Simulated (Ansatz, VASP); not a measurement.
## Pt in VASP and in Ansatz

```
CELL_PARAMETERS angstrom
1.64240 0.94824 3.93283
-1.64240 0.94824 3.93283
0.00000 -1.89648 3.93283
ATOMIC_POSITIONS crystal
Pt 0.05770 0.05770 0.05770
Pt 0.94230 0.94230 0.94230
```

Alike in both runs: task relaxation of cell and atoms; functional PBE; k mesh 6 × 6 × 6; occupations gaussian, width 0.1 eV; no spin polarisation.

|  | VASP | Ansatz |
| --- | --- | --- |
| version | VASP 6.6.1 | Ansatz 0.2.0 |
| potentials or method | VASP PAW PBE potentials, release 64 (Pt_sv_GW), cutoff 570 eV | scalar-relativistic, plane waves, PAW |
| valence electrons in the cell | 36 | 36 |

|  | VASP | Ansatz | Ansatz less VASP |
| --- | --- | --- | --- |
| gap on the k mesh at the Fermi level, each at its own relaxed structure (eV) | none | none | - |
| relaxed volume (Å³/atom) | 15.48 | 16.19 | +0.709 |
| relaxed length of the cell vector where the two differ most in proportion (Å) | 4.861 | 5.186 | +0.3244 |

A gap of «none» marks a metal or a gap that the smearing closes. One of these differences is far larger than is usual between the two programs; its cause wasn't traced.

The k mesh is coarse, so the values compare programs but aren't converged. Neither program's run includes spin-orbit coupling. Noted on VASP's run: the volume moved by over 15 % at a fixed basis, so the end points are rough.
